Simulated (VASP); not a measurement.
# MgSb2 (Cmcm) in VASP: notebook

Runs on MgSb2. Level: PBEsol+D4. Tasks: single point.

All numbers are computed with VASP 6.6.1; they aren't measurements. Logs are shortened: lines on timing, memory, paths and dates and some standing lists are left out, and cuts for length are marked.

## (1) The cell of the first run

It takes space group Cmcm (No. 63, orthorhombic). The conventional cell has a = 9.071 Å, b = 5.679 Å, c = 5.413 Å, α = 90.00°, β = 90.00°, γ = 90.00°. Mg (site symmetry m2m) has 10 Sb at 3.03 to 3.29 Å and 2 Mg at 3.42 Å within 4.0 Å. Sb (site symmetry m) has 7 Sb at 3.01 to 3.53 Å and 5 Mg at 3.03 to 3.29 Å within 4.0 Å.

## (2) Single point, PBEsol+D4

The input, INCAR:

```
  PREC = Accurate
  ENCUT = 520
  EDIFF = 1E-6
  ISMEAR = -1
  SIGMA = 0.1
  LREAL = False
  LASPH = True
  NELM = 100
  ALGO = Normal
  ISIF = 2
  LWAVE = False
  LCHARG = False
  GGA = PS
  IVDW = 13
  NBANDS = 21
```

The input, KPOINTS:

```
regular mesh
0
Gamma
  4 4 4
```

The input, POSCAR:

```
MgSb2
1.0
    4.5355041739     -2.8395699334      0.0000000000
    4.5355041739      2.8395699334      0.0000000000
    0.0000000000      0.0000000000      5.4134516705
Mg Sb
2 4
Direct
    0.3158830000      0.6841170000      0.7500000000
    0.6841170000      0.3158830000      0.2500000000
    0.6345660000      0.0337820000      0.7500000000
    0.9662180000      0.3654340000      0.7500000000
    0.0337820000      0.6345660000      0.2500000000
    0.3654340000      0.9662180000      0.2500000000
```

Potentials or basis: VASP PAW PBE potentials, release 64 (Mg, Sb).

Started as:

```bash
$ cat potpaw_PBE.64/Mg/POTCAR potpaw_PBE.64/Sb/POTCAR > POTCAR
$ mpirun -np 1 vasp_std > vasp.out
```

OUTCAR:

```text
PREC = Accurate
   ENCUT = 520
   EDIFF = 1E-6
   ISMEAR = -1
   LREAL = False
   LASPH = True
   NELM = 100
   ISIF = 2
   GGA = PS
   IVDW = 13

 ion  position               nearest neighbor table
   1  0.316  0.684  0.750-   3 3.03   4 3.03   4 3.14   3 3.14   6 3.17   5 3.17   6 3.17   5 3.17
                             4 3.29   3 3.29   2 3.42   2 3.42
   2  0.684  0.316  0.250-   5 3.03   6 3.03   6 3.14   5 3.14   4 3.17   3 3.17   4 3.17   3 3.17
                             5 3.29   6 3.29   1 3.42   1 3.42
   3  0.635  0.034  0.750-   4 3.01   1 3.03   1 3.14   6 3.16   6 3.16   2 3.17   2 3.17   4 3.22
                             4 3.22   1 3.29   5 3.53   5 3.53
   4  0.966  0.365  0.750-   3 3.01   1 3.03   1 3.14   5 3.16   5 3.16   2 3.17   2 3.17   3 3.22
                             3 3.22   1 3.29   6 3.53   6 3.53
   5  0.034  0.635  0.250-   6 3.01   2 3.03   2 3.14   4 3.16   4 3.16   1 3.17   1 3.17   6 3.22
                             6 3.22   2 3.29   3 3.53   3 3.53
   6  0.365  0.966  0.250-   5 3.01   2 3.03   2 3.14   3 3.16   3 3.16   1 3.17   1 3.17   5 3.22
                             5 3.22   2 3.29   4 3.53   4 3.53

  LATTYP: Found a base centered orthorhombic cell.
 ALAT       =     5.6791398668
 B/A-ratio  =     1.5972503866
 C/A-ratio  =     0.9532168246

  Lattice vectors:

 A1 = (  -4.5355041739,  -2.8395699334,   0.0000000000)
 A2 = (   4.5355041739,  -2.8395699334,   0.0000000000)
 A3 = (   0.0000000000,   0.0000000000,   5.4134516705)

Analysis of symmetry for initial positions (statically):
=====================================================================
 Subroutine PRICEL returns:
 Original cell was already a primitive cell.

 Routine SETGRP: Setting up the symmetry group for a
 base centered orthorhombic supercell.

 Subroutine GETGRP returns: Found  8 space group operations
 (whereof  4 operations were pure point group operations)
 out of a pool of  8 trial point group operations.

The static configuration has the point symmetry C_2h.
 The point group associated with its full space group is D_2h.

Analysis of symmetry for dynamics (positions and initial velocities):
=====================================================================
 Subroutine PRICEL returns:
 Original cell was already a primitive cell.

 Routine SETGRP: Setting up the symmetry group for a
 base centered orthorhombic supercell.

 Subroutine GETGRP returns: Found  8 space group operations
 (whereof  4 operations were pure point group operations)
 out of a pool of  8 trial point group operations.

The dynamic configuration has the point symmetry C_2h.
 The point group associated with its full space group is D_2h.

 Subroutine INISYM returns: Found  8 space group operations
 (whereof  4 operations are pure point group operations),
 and found     1 'primitive' translations

----------------------------------------------------------------------------------------

                                     Primitive cell

  volume of cell :     139.4384

  direct lattice vectors                    reciprocal lattice vectors
     4.535504174 -2.839569933  0.000000000     0.110241327 -0.176083003  0.000000000
     4.535504174  2.839569933  0.000000000     0.110241327  0.176083003  0.000000000
     0.000000000  0.000000000  5.413451670     0.000000000  0.000000000  0.184725026

  length of vectors
     5.351070502  5.351070502  5.413451670     0.207745936  0.207745936  0.184725026

  position of ions in fractional coordinates (direct lattice)
     0.315883000  0.684117000  0.750000000
     0.684117000  0.315883000  0.250000000
     0.634566000  0.033782000  0.750000000
     0.966218000  0.365434000  0.750000000
     0.033782000  0.634566000  0.250000000
     0.365434000  0.966218000  0.250000000

  ion indices of the primitive-cell ions
   primitive index   ion index
                 1           1
                 2           2
                 3           3
                 4           4
                 5           5
                 6           6

----------------------------------------------------------------------------------------

 KPOINTS: regular mesh

Automatic generation of k-mesh.
 Grid dimensions read from file:
 generate k-points for:    4    4    4

 Generating k-lattice:

  Cartesian coordinates                     Fractional coordinates (reciprocal lattice)
     0.027560332 -0.044020751  0.000000000     0.250000000  0.000000000  0.000000000
     0.027560332  0.044020751  0.000000000     0.000000000  0.250000000  0.000000000
     0.000000000  0.000000000  0.046181256     0.000000000  0.000000000  0.250000000

  Length of vectors
     0.051936484  0.051936484  0.046181256

  Shift w.r.t. Gamma in fractional coordinates (k-lattice)
     0.000000000  0.000000000  0.000000000

 Subroutine IBZKPT returns following result:
 ===========================================

 Found     21 irreducible k-points:

 Following reciprocal coordinates:
            Coordinates               Weight
  0.000000  0.000000  0.000000      1.000000
  0.250000  0.000000  0.000000      4.000000
  0.500000  0.000000  0.000000      2.000000
  0.250000  0.250000  0.000000      2.000000
  0.500000  0.250000  0.000000      4.000000
 -0.250000  0.250000  0.000000      2.000000
[... 13 lines left out ...]
 -0.250000  0.250000  0.500000      2.000000
  0.500000  0.500000  0.500000      1.000000
   k-points           NKPTS =     21   k-points in BZ     NKDIM =     21   number of bands    NBANDS=     21
   number of dos      NEDOS =    301   number of ions     NIONS =      6
   total plane-waves  NPLWV =  64000
   dimension x,y,z NGX =    40 NGY =   40 NGZ =   40
   dimension x,y,z NGXF=    80 NGYF=   80 NGZF=   80
   ions per type =               2   4
   NGX,Y,Z   is equivalent  to a cutoff of  12.43, 12.43, 12.28 a.u.
   NGXF,Y,Z  is equivalent  to a cutoff of  24.85, 24.85, 24.57 a.u.
 SYSTEM =  unknown system
   PREC   = accura    normal or accurate (medium, high low for compatibility)
   ISTART =      0    job   : 0-new  1-cont  2-samecut
   ICHARG =      2    charge: 1-file 2-atom 10-const
   ISPIN  =      1    spin polarized calculation?
   LNONCOLLINEAR =      F non collinear calculations
   LSORBIT =      F    spin-orbit coupling
   LASPH  =      T    aspherical Exc in radial PAW
   ENCUT  =  520.0 eV  38.22 Ry    6.18 a.u.   9.95  9.95 10.07*2*pi/ulx,y,z
   NELM   =    100;   NELMIN=  2; NELMDL= -5     # of ELM steps
   EDIFF  = 0.1E-05   stopping-criterion for ELM
   LREAL  =      F    real-space projection
   EDIFFG = 0.1E-04   stopping-criterion for IOM
   NSW    =      0    number of steps for IOM
   IBRION =     -1    ionic relax: 0-MD 1-quasi-New 2-CG
   NFREE  =      0    steps in history (QN), initial steepest desc. (CG)
   ISIF   =      2    stress and relaxation
   ISYM   =      2    0-nonsym 1-usesym 2-fastsym
   POTIM  = 0.5000    time-step for ionic-motion
   TEBEG  =    0.0;   TEEND  =   0.0 temperature during run
   PSTRESS=    0.0 pullay stress
   NELECT =      24.0000    total number of electrons
   NUPDOWN=      -1.0000    fix difference up-down
   EMIN   =  10.00;   EMAX   =-10.00  energy-range for DOS
   EFERMI =   0.00;   METHOD = LEGACY
   ISMEAR =    -1;   SIGMA  =   0.10  broadening in eV -4-tet -1-fermi 0-gaus
   EFERMI_NEDOS =   21; number of points for ismear=-14 and -15
   IALGO  =     38    algorithm
   IMIX   =      4    mixing-type and parameters
     AMIX     =   0.40;   BMIX     =  1.00
     AMIX_MAG =   1.60;   BMIX_MAG =  1.00
  volume/ion in A,a.u.               =      23.24       156.83
  Fermi-wavevector in a.u.,A,eV,Ry     =   0.910649  1.720877 11.283066  0.829282
  Thomas-Fermi vector in A             =   2.034836
   LORBIT       =      0    0 simple, 1 ext, 2 COOP (PROOUT), +10 PAW based schemes
   GGA     = PS    functional components
   LHFCALC =     F    Hartree Fock is set to
   AEXX    =    0.0000 exact exchange contribution
   IVDW    =    13    specifies the selected vdW correction
   LEPSILON=     F    determine dielectric tensor
   LRPA    =     F    only Hartree local field effects (RPA)
 non-spin polarized calculation
  energy-cutoff  :      520.00
  volume of cell :      139.44
 maximum number of plane-waves:      3786
   NGX = 19   NGY = 19   NGZ = 21

 number of electron      23.9999998 magnetization

 Free energy of the ion-electron system (eV)
  ---------------------------------------------------
  ext. energy  EPLUGINS =         0.00000000
  ---------------------------------------------------
  free energy    TOTEN  =       -21.73299751 eV

  energy without entropy =      -21.62473492  energy(sigma->0) =      -21.67886621

 E-fermi :   7.6653     XC(G=0): -10.1601

 val. band max:        7.6607975470   @ k =   0.5000   0.0000   0.2500
 cond. band min:       7.7424830036   @ k =  -0.2500   0.2500   0.2500
 fundamental gap:      0.0816854565
 Fermi energy:         7.6653495168

 k-point     1 :       0.0000    0.0000    0.0000
  band No.  band energies     occupation
      1      -5.0268      2.00000
      2      -1.6991      2.00000
      3      -0.5653      2.00000
      4       0.8871      2.00000
      5       2.0501      2.00000
      6       3.3686      2.00000
[... 13 lines left out ...]
     20      11.3583      0.00000
     21      11.6545      0.00000

 k-point     2 :       0.2500    0.0000    0.0000
  band No.  band energies     occupation
      1      -4.6610      2.00000
      2      -2.0883      2.00000
      3      -1.1163      2.00000
      4       0.4515      2.00000
      5       2.4353      2.00000
      6       3.1371      2.00000
[... 13 lines left out ...]
     20      12.3694      0.00000
     21      12.8409      0.00000

 k-point     3 :       0.5000    0.0000    0.0000
  band No.  band energies     occupation
      1      -3.7570      2.00000
      2      -3.4108      2.00000
      3      -0.7036      2.00000
      4      -0.3254      2.00000
      5       3.1164      2.00000
      6       3.2160      2.00000
[... 13 lines left out ...]
     20      12.9643      0.00000
     21      13.1652      0.00000

 k-point     4 :       0.2500    0.2500    0.0000
  band No.  band energies     occupation
      1      -4.6368      2.00000
      2      -1.8473      2.00000
      3      -0.8245      2.00000
      4      -0.3872      2.00000
      5       2.3190      2.00000
      6       2.4483      2.00000
[... 13 lines left out ...]
     20      13.2238      0.00000
     21      13.3405      0.00000

 k-point     5 :       0.5000    0.2500    0.0000
  band No.  band energies     occupation
      1      -3.9513      2.00000
      2      -2.7502      2.00000
      3      -1.5524      2.00000
      4      -0.1142      2.00000
      5       2.7991      2.00000
      6       3.1446      2.00000
[... 13 lines left out ...]
     20      12.5454      0.00000
     21      13.9804      0.00000
[... 310 lines left out ...]
     20      13.0412      0.00000
     21      14.0017      0.00000

 k-point    19 :       0.5000    0.2500    0.5000
  band No.  band energies     occupation
      1      -2.8473      2.00000
      2      -2.8473      2.00000
      3      -1.7399      2.00000
      4      -1.7399      2.00000
      5       1.8032      2.00000
      6       1.8032      2.00000
[... 13 lines left out ...]
     20      12.4258      0.00000
     21      12.9546      0.00000

 k-point    20 :      -0.2500    0.2500    0.5000
  band No.  band energies     occupation
      1      -2.9649      2.00000
      2      -2.9649      2.00000
      3      -1.6346      2.00000
      4      -1.6346      2.00000
      5       1.7754      2.00000
      6       1.7754      2.00000
[... 13 lines left out ...]
     20      12.0235      0.00000
     21      12.8177      0.00000

 k-point    21 :       0.5000    0.5000    0.5000
  band No.  band energies     occupation
      1      -2.6969      2.00000
      2      -2.6969      2.00000
      3      -1.8882      2.00000
      4      -1.8882      2.00000
      5       2.2709      2.00000
      6       2.2709      2.00000
[... 13 lines left out ...]
     20      11.8274      0.00000
     21      12.6035      0.00000

------------------------ aborting loop because EDIFF is reached ----------------------------------------

  DFT-D4 for vdW energy calculation

  Edisp (eV):   -1.56895

  FORCE on cell =-STRESS in cart. coord.  units (eV):
  Direction    XX          YY          ZZ          XY          YZ          ZX
  --------------------------------------------------------------------------------------
  -------------------------------------------------------------------------------------
  Total       4.99067     0.98532     0.13343     0.00000    -0.00000     0.00000
  in kB      57.34391    11.32156     1.53310     0.00000    -0.00000     0.00000
  external pressure =       23.40 kB  Pullay stress =        0.00 kB

 VOLUME and BASIS-vectors are now :
 -----------------------------------------------------------------------------
  energy-cutoff  :      520.00
  volume of cell :      139.44
      direct lattice vectors                 reciprocal lattice vectors
     4.535504174 -2.839569933  0.000000000     0.110241327 -0.176083003  0.000000000
     4.535504174  2.839569933  0.000000000     0.110241327  0.176083003  0.000000000
     0.000000000  0.000000000  5.413451670     0.000000000  0.000000000  0.184725026

 POSITION                                       TOTAL-FORCE (eV/Angst)
 -----------------------------------------------------------------------------------
      4.53550      1.04563      4.06009         0.000000      0.091449      0.000000
      4.53550     -1.04563      1.35336         0.000000     -0.091449     -0.000000
      3.03130     -1.70597      4.06009         0.417118     -0.008005     -0.000000
      6.03971     -1.70597      4.06009        -0.417118     -0.008005     -0.000000
      3.03130      1.70597      1.35336         0.417118      0.008005     -0.000000
      6.03971      1.70597      1.35336        -0.417118      0.008005     -0.000000
 -----------------------------------------------------------------------------------
    total drift:                                0.000000     -0.000000      0.000000

  FREE ENERGIE OF THE ION-ELECTRON SYSTEM (eV)
  ---------------------------------------------------
  free  energy   TOTEN  =       -23.3019521310 eV

  energy  without entropy=      -23.1936895436  energy(sigma->0) =      -23.24782084
```

Run time: 50 s. Hardware: 1 thread of Intel Xeon Platinum 8488C (Sapphire Rapids), shared host; peak memory 0.26 GiB.

Results:

* Free energy: -23.3020 eV
* Pressure: 2.3 GPa
* Largest force: 0.417 eV/Å
* Band gap on the k mesh: zero (bands 12 and 13 overlap by 2.39 eV)
* Dispersion energy per atom: -0.261 eV

Forces on the atoms (eV/Å):
```
Mg   0.000  0.091  0.000
Mg   0.000 -0.091  0.000
Sb   0.417 -0.008  0.000
Sb  -0.417 -0.008  0.000
Sb   0.417  0.008  0.000
Sb  -0.417  0.008  0.000
```

Caveat: the PAW data sets were made with another functional, which shifts forces and pressure a little; spin-orbit coupling is left out, which moves the levels of the heavy elements.

[end of part 1 of 3]
